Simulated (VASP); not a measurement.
# ZrB2 (P6/mmm) in VASP: single point with PBE

Aim: the single point of ZrB2 with PBE.

All numbers are computed with VASP 6.6.1; they aren't measurements. Logs are shortened: lines on timing, memory, paths and dates and some standing lists are left out, and cuts for length are marked.

## Step 1: The cell of the first run

It takes space group P6/mmm (No. 191, hexagonal). The conventional cell has a = 3.167 Å, b = 3.167 Å, c = 3.531 Å, α = 90.00°, β = 90.00°, γ = 120.00°. Zr (site symmetry 6/mmm) has 12 B at 2.54 Å and 6 Zr at 3.17 Å within 3.4 Å. Within 2.4 Å of B (site symmetry -6m2) lie 3 B at 1.83 Å.

## Step 2: Single point, PBE

Contents of INCAR:

```
SYSTEM = ZrB2
  ALGO = Normal
  EDIFF = 1E-7
  ENCUT = 520
  GGA = PE
  ISIF = 2
  ISMEAR = 0
  LASPH = .TRUE.
  LCHARG = .TRUE.
  LELF = .TRUE.
  LREAL = Auto
  LVHAR = .TRUE.
  LWAVE = .FALSE.
  NBANDS = 90
  NELM = 100
  PREC = Accurate
  SIGMA = 0.1
```

Contents of KPOINTS:

```
k-points
0
G
  9 9 6
  0 0 0
```

Contents of POSCAR:

```
ZrB2
1.0
    6.3340000000      0.0000000000      0.0000000000
   -3.1670000000      5.4854049076      0.0000000000
    0.0000000000      0.0000000000      7.0620000000
Zr B
8 16
Direct
    0.0000000000      0.0000000000      0.0000000000
    0.0000000000      0.0000000000      0.5000000000
    0.0000000000      0.5000000000      0.0000000000
    0.0000000000      0.5000000000      0.5000000000
    0.5000000000      0.0000000000      0.0000000000
    0.5000000000      0.0000000000      0.5000000000
    0.5000000000      0.5000000000      0.0000000000
    0.5000000000      0.5000000000      0.5000000000
    0.1666666667      0.3333333333      0.2500000000
    0.1666666667      0.3333333333      0.7500000000
    0.1666666667      0.8333333333      0.2500000000
    0.1666666667      0.8333333333      0.7500000000
    0.6666666667      0.3333333333      0.2500000000
    0.6666666667      0.3333333333      0.7500000000
    0.6666666667      0.8333333333      0.2500000000
    0.6666666667      0.8333333333      0.7500000000
    0.3333333333      0.1666666667      0.2500000000
    0.3333333333      0.1666666667      0.7500000000
    0.3333333333      0.6666666667      0.2500000000
    0.3333333333      0.6666666667      0.7500000000
    0.8333333333      0.1666666667      0.2500000000
    0.8333333333      0.1666666667      0.7500000000
    0.8333333333      0.6666666667      0.2500000000
    0.8333333333      0.6666666667      0.7500000000
```

Potentials or basis: VASP PAW PBE potentials, release 64 (Zr_sv, B).

On the command line:

```sh
> cat potpaw_PBE.64/Zr_sv/POTCAR potpaw_PBE.64/B/POTCAR > POTCAR
> mpirun -np 1 vasp_std > vasp.out
```

OUTCAR:

```text
SYSTEM = ZrB2
   EDIFF = 1E-7
   ENCUT = 520
   GGA = PE
   ISIF = 2
   ISMEAR = 0
   LASPH = .TRUE.
   LREAL = Auto
   NELM = 100
   PREC = Accurate

 ion  position               nearest neighbor table
   1  0.000  0.000  0.000-  15 2.54  16 2.54  17 2.54  18 2.54   9 2.54  10 2.54  23 2.54  24 2.54
                            21 2.54  22 2.54  11 2.54  12 2.54   5 3.17   5 3.17   7 3.17   3 3.17
   2  0.000  0.000  0.500-  15 2.54  16 2.54  17 2.54  18 2.54   9 2.54  10 2.54  23 2.54  24 2.54
                            21 2.54  22 2.54  11 2.54  12 2.54   6 3.17   6 3.17   8 3.17   4 3.17
   3  0.000  0.500  0.000-  13 2.54  14 2.54  19 2.54  20 2.54  11 2.54  12 2.54  21 2.54  22 2.54
                             9 2.54  10 2.54  23 2.54  24 2.54   7 3.17   7 3.17   1 3.17   1 3.17
   4  0.000  0.500  0.500-  13 2.54  14 2.54  19 2.54  20 2.54  11 2.54  12 2.54  21 2.54  22 2.54
                             9 2.54  10 2.54  23 2.54  24 2.54   8 3.17   8 3.17   2 3.17   2 3.17
   5  0.500  0.000  0.000-  11 2.54  12 2.54  21 2.54  22 2.54  19 2.54  20 2.54  13 2.54  14 2.54
                            15 2.54  16 2.54  17 2.54  18 2.54   1 3.17   1 3.17   7 3.17   7 3.17
   6  0.500  0.000  0.500-  11 2.54  12 2.54  21 2.54  22 2.54  19 2.54  20 2.54  13 2.54  14 2.54
                            15 2.54  16 2.54  17 2.54  18 2.54   2 3.17   2 3.17   8 3.17   8 3.17
   7  0.500  0.500  0.000-   9 2.54  10 2.54  23 2.54  24 2.54  17 2.54  18 2.54  15 2.54  16 2.54
                            19 2.54  20 2.54  13 2.54  14 2.54   3 3.17   3 3.17   5 3.17   5 3.17
   8  0.500  0.500  0.500-   9 2.54  10 2.54  23 2.54  24 2.54  17 2.54  18 2.54  15 2.54  16 2.54
                            19 2.54  20 2.54  13 2.54  14 2.54   4 3.17   4 3.17   6 3.17   6 3.17
   9  0.167  0.333  0.250-  17 1.83  21 1.83  19 1.83   8 2.54   7 2.54   2 2.54   1 2.54   4 2.54
                             3 2.54
  10  0.167  0.333  0.750-  18 1.83  22 1.83  20 1.83   8 2.54   7 2.54   2 2.54   1 2.54   4 2.54
                             3 2.54
  11  0.167  0.833  0.250-  19 1.83  23 1.83  17 1.83   6 2.54   5 2.54   4 2.54   3 2.54   2 2.54
                             1 2.54
[... 9 lines left out ...]
                             5 2.54
  17  0.333  0.167  0.250-   9 1.83  13 1.83  11 1.83   2 2.54   1 2.54   8 2.54   7 2.54   6 2.54
                             5 2.54
  18  0.333  0.167  0.750-  10 1.83  14 1.83  12 1.83   2 2.54   1 2.54   8 2.54   7 2.54   6 2.54
                             5 2.54
  19  0.333  0.667  0.250-  11 1.83  15 1.83   9 1.83   4 2.54   3 2.54   6 2.54   5 2.54   8 2.54
                             7 2.54
  20  0.333  0.667  0.750-  12 1.83  16 1.83  10 1.83   4 2.54   3 2.54   6 2.54   5 2.54   8 2.54
                             7 2.54
  21  0.833  0.167  0.250-  13 1.83   9 1.83  15 1.83   6 2.54   5 2.54   4 2.54   3 2.54   2 2.54
                             1 2.54
  22  0.833  0.167  0.750-  14 1.83  10 1.83  16 1.83   6 2.54   5 2.54   4 2.54   3 2.54   2 2.54
                             1 2.54
  23  0.833  0.667  0.250-  15 1.83  11 1.83  13 1.83   8 2.54   7 2.54   2 2.54   1 2.54   4 2.54
                             3 2.54
  24  0.833  0.667  0.750-  16 1.83  12 1.83  14 1.83   8 2.54   7 2.54   2 2.54   1 2.54   4 2.54
                             3 2.54

  LATTYP: Found a hexagonal cell.
 ALAT       =     6.3340000000
 C/A-ratio  =     1.1149352700

  Lattice vectors:

 A1 = (   6.3340000000,   0.0000000000,   0.0000000000)
 A2 = (  -3.1670000000,   5.4854049076,   0.0000000000)
 A3 = (   0.0000000000,   0.0000000000,   7.0620000000)

Analysis of symmetry for initial positions (statically):
=====================================================================
 Subroutine PRICEL returns following result:

  LATTYP: Found a hexagonal cell.
 ALAT       =     3.1670000000
 C/A-ratio  =     1.1149352700

  Lattice vectors:

 A1 = (   3.1670000000,   0.0000000000,   0.0000000000)
 A2 = (  -1.5835000000,   2.7427024538,   0.0000000000)
 A3 = (   0.0000000000,   0.0000000000,   3.5310000000)

   8 primitive cells build up your supercell.

 Routine SETGRP: Setting up the symmetry group for a
 hexagonal supercell.

 Subroutine GETGRP returns: Found 24 space group operations
 (whereof 24 operations were pure point group operations)
 out of a pool of 24 trial point group operations.

The static configuration has the point symmetry D_6h.

Analysis of symmetry for dynamics (positions and initial velocities):
=====================================================================
 Subroutine PRICEL returns following result:

  LATTYP: Found a hexagonal cell.
 ALAT       =     3.1670000000
 C/A-ratio  =     1.1149352700

  Lattice vectors:

 A1 = (   3.1670000000,   0.0000000000,   0.0000000000)
 A2 = (  -1.5835000000,   2.7427024538,   0.0000000000)
 A3 = (   0.0000000000,   0.0000000000,   3.5310000000)

   8 primitive cells build up your supercell.

 Routine SETGRP: Setting up the symmetry group for a
 hexagonal supercell.

 Subroutine GETGRP returns: Found 24 space group operations
 (whereof 24 operations were pure point group operations)
 out of a pool of 24 trial point group operations.

The dynamic configuration has the point symmetry D_6h.

 Subroutine INISYM returns: Found 24 space group operations
 (whereof 24 operations are pure point group operations),
 and found     8 'primitive' translations

----------------------------------------------------------------------------------------

                                     Primitive cell

  volume of cell :      30.6708

  direct lattice vectors                    reciprocal lattice vectors
     3.167000000  0.000000000  0.000000000     0.315756236  0.182301948  0.000000000
    -1.583500000  2.742702454  0.000000000     0.000000000  0.364603896  0.000000000
     0.000000000  0.000000000  3.531000000     0.000000000  0.000000000  0.283205891

  length of vectors
     3.167000000  3.167000000  3.531000000     0.364603896  0.364603896  0.283205891

  position of ions in fractional coordinates (direct lattice)
     0.000000000  0.000000000  0.000000000
     0.333333333  0.666666667  0.500000000
     0.666666667  0.333333333  0.500000000

  ion indices of the primitive-cell ions
   primitive index   ion index
                 1           1
                 2          11
                 3          21

----------------------------------------------------------------------------------------

 KPOINTS: k-points

Automatic generation of k-mesh.
 Grid dimensions read from file:
 generate k-points for:    9    9    6

 Generating k-lattice:

  Cartesian coordinates                     Fractional coordinates (reciprocal lattice)
     0.017542013  0.010127886  0.000000000     0.111111111  0.000000000  0.000000000
     0.000000000  0.020255772  0.000000000     0.000000000  0.111111111  0.000000000
     0.000000000  0.000000000  0.023600491     0.000000000  0.000000000  0.166666667

  Length of vectors
     0.020255772  0.020255772  0.023600491

  Shift w.r.t. Gamma in fractional coordinates (k-lattice)
     0.000000000  0.000000000  0.000000000

 Subroutine IBZKPT returns following result:
 ===========================================

 Found     48 irreducible k-points:

 Following reciprocal coordinates:
            Coordinates               Weight
  0.000000  0.000000  0.000000      1.000000
  0.111111 -0.000000  0.000000      6.000000
  0.222222 -0.000000  0.000000      6.000000
  0.333333  0.000000  0.000000      6.000000
  0.444444 -0.000000  0.000000      6.000000
  0.111111  0.111111  0.000000      6.000000
[... 16 lines left out ...]
  0.333333  0.222222  0.166667     24.000000
  0.333333  0.333333  0.166667      4.000000
 [... further k-points ...]
   k-points           NKPTS =     48   k-points in BZ     NKDIM =     48   number of bands    NBANDS=     90
   number of dos      NEDOS =    301   number of ions     NIONS =     24
   total plane-waves  NPLWV = 124416
   dimension x,y,z NGX =    48 NGY =   48 NGZ =   54
   dimension x,y,z NGXF=    96 NGYF=   96 NGZF=  108
   ions per type =               8  16
   NGX,Y,Z   is equivalent  to a cutoff of  12.60, 12.60, 12.71 a.u.
   NGXF,Y,Z  is equivalent  to a cutoff of  25.20, 25.20, 25.42 a.u.
 SYSTEM =  ZrB2
   PREC   = accura    normal or accurate (medium, high low for compatibility)
   ISTART =      0    job   : 0-new  1-cont  2-samecut
   ICHARG =      2    charge: 1-file 2-atom 10-const
   ISPIN  =      1    spin polarized calculation?
   LNONCOLLINEAR =      F non collinear calculations
   LSORBIT =      F    spin-orbit coupling
   LASPH  =      T    aspherical Exc in radial PAW
   ENCUT  =  520.0 eV  38.22 Ry    6.18 a.u.  11.78 11.78 13.13*2*pi/ulx,y,z
   NELM   =    100;   NELMIN=  2; NELMDL= -5     # of ELM steps
   EDIFF  = 0.1E-06   stopping-criterion for ELM
   LREAL  =      T    real-space projection
   EDIFFG = 0.1E-05   stopping-criterion for IOM
   NSW    =      0    number of steps for IOM
   IBRION =     -1    ionic relax: 0-MD 1-quasi-New 2-CG
   NFREE  =      0    steps in history (QN), initial steepest desc. (CG)
   ISIF   =      2    stress and relaxation
   ISYM   =      2    0-nonsym 1-usesym 2-fastsym
   POTIM  = 0.5000    time-step for ionic-motion
   TEBEG  =    0.0;   TEEND  =   0.0 temperature during run
   PSTRESS=    0.0 pullay stress
   NELECT =     144.0000    total number of electrons
   NUPDOWN=      -1.0000    fix difference up-down
   EMIN   =  10.00;   EMAX   =-10.00  energy-range for DOS
   EFERMI =   0.00;   METHOD = LEGACY
   ISMEAR =     0;   SIGMA  =   0.10  broadening in eV -4-tet -1-fermi 0-gaus
   EFERMI_NEDOS =   21; number of points for ismear=-14 and -15
   IALGO  =     38    algorithm
   IMIX   =      4    mixing-type and parameters
     AMIX     =   0.40;   BMIX     =  1.00
     AMIX_MAG =   1.60;   BMIX_MAG =  1.00
  volume/ion in A,a.u.               =      10.22        68.99
  Fermi-wavevector in a.u.,A,eV,Ry     =   1.370642  2.590139 25.560730  1.878661
  Thomas-Fermi vector in A             =   2.496410
   LORBIT       =      0    0 simple, 1 ext, 2 COOP (PROOUT), +10 PAW based schemes
   GGA     = PE    functional components
   LHFCALC =     F    Hartree Fock is set to
   AEXX    =    0.0000 exact exchange contribution
   IVDW    =     0    specifies the selected vdW correction
   LEPSILON=     F    determine dielectric tensor
   LRPA    =     F    only Hartree local field effects (RPA)
 non-spin polarized calculation
 Gauss-broadening in eV      SIGMA  =   0.10
  energy-cutoff  :      520.00
  volume of cell :      245.37
 maximum number of plane-waves:      6636
 NGX is ok and might be reduce to    48
   NGX = 23   NGY = 23   NGZ = 27

 number of electron     143.9999998 magnetization

 Free energy of the ion-electron system (eV)
  ---------------------------------------------------
  ext. energy  EPLUGINS =         0.00000000
  ---------------------------------------------------
  free energy    TOTEN  =      -199.82773747 eV

  energy without entropy =     -199.81878036  energy(sigma->0) =     -199.82325891

 E-fermi :  10.6086     XC(G=0): -12.4548

 val. band max:       10.5344227007   @ k =   0.2222  -0.0000   0.1667
 cond. band min:      10.6154399648   @ k =   0.4444   0.1111   0.1667
 fundamental gap:      0.0810172641
 Fermi energy:        10.6085998870

 k-point     1 :       0.0000    0.0000    0.0000
  band No.  band energies     occupation
      1     -38.0691      2.00000
      2     -38.0496      2.00000
      3     -37.9514      2.00000
      4     -37.9514      2.00000
      5     -37.9514      2.00000
      6     -37.9335      2.00000
[... 2077 lines left out ...]
     83      13.1211      0.00000
     84      13.7733      0.00000

 [... further k-points ...]

 [bands above 84 left out]

------------------------ aborting loop because EDIFF is reached ----------------------------------------

  FORCE on cell =-STRESS in cart. coord.  units (eV):
  Direction    XX          YY          ZZ          XY          YZ          ZX
  --------------------------------------------------------------------------------------
  -------------------------------------------------------------------------------------
  Total        2.0447935      2.0447935      2.8569232      0.0000000     -0.0000000      0.0000000
  in kB       13.3519767     13.3519767     18.6549755      0.0000000     -0.0000000      0.0000000
  external PRESSURE =      15.1196430 kB  Pullay stress =       0.0000000 kB

 VOLUME and BASIS-vectors are now :
 -----------------------------------------------------------------------------
  energy-cutoff  :      520.00
  volume of cell :      245.37
      direct lattice vectors                 reciprocal lattice vectors
     6.334000000  0.000000000  0.000000000     0.157878118  0.091150974  0.000000000
    -3.167000000  5.485404908  0.000000000     0.000000000  0.182301948  0.000000000
     0.000000000  0.000000000  7.062000000     0.000000000  0.000000000  0.141602945

 POSITION                                       TOTAL-FORCE (eV/Angst)
 -----------------------------------------------------------------------------------
      0.00000      0.00000      0.00000        -0.000000      0.000000     -0.000000
      0.00000      0.00000      3.53100        -0.000000      0.000000      0.000000
     -1.58350      2.74270      0.00000        -0.000000      0.000000      0.000000
     -1.58350      2.74270      3.53100        -0.000000      0.000000      0.000000
      3.16700      0.00000      0.00000        -0.000000      0.000000     -0.000000
      3.16700      0.00000      3.53100        -0.000000      0.000000     -0.000000
[... 16 lines left out ...]
      3.16700      3.65694      1.76550         0.000000     -0.000000     -0.000000
      3.16700      3.65694      5.29650         0.000000     -0.000000     -0.000000
 -----------------------------------------------------------------------------------
    total drift:                               -0.000000      0.000000      0.000000

  FREE ENERGIE OF THE ION-ELECTRON SYSTEM (eV)
  ---------------------------------------------------
  free  energy   TOTEN  =      -199.8277374698 eV

  energy  without entropy=     -199.8187803570  energy(sigma->0) =     -199.82325891
```

It took 54 min on 1 thread of Intel Xeon Platinum 8259CL at 2.50GHz (Skylake/Cascade Lake), shared host; peak memory 0.76 GiB.

Results:

```yaml
Free_energy: -199.8277 eV
Pressure: 1.5 GPa
Band_gap_on_the_k_mesh: zero (band 72 reaches 11.32 eV, above the bottom of band 73 at 10.07 eV)
```

Stress tensor (GPa, compression positive):
```
1.34 0.00 0.00
0.00 1.34 0.00
0.00 0.00 1.87
```

Levels at points of the mesh, in eV from the Fermi level:
| k point | band 69 | band 70 | band 71 | band 72 | band 73 | band 74 | band 75 | band 76 |
| --- | --- | --- | --- | --- | --- | --- | --- | --- |
| (0.00, 0.00, 0.00) | -2.06 | -1.02 | -1.02 | 0.28 | 0.28 | 0.73 | 0.73 | 1.78 |
| (0.00, 0.00, 0.50) | -2.12 | -2.12 | 0.02 | 0.02 | 1.25 | 1.25 | 1.25 | 1.25 |
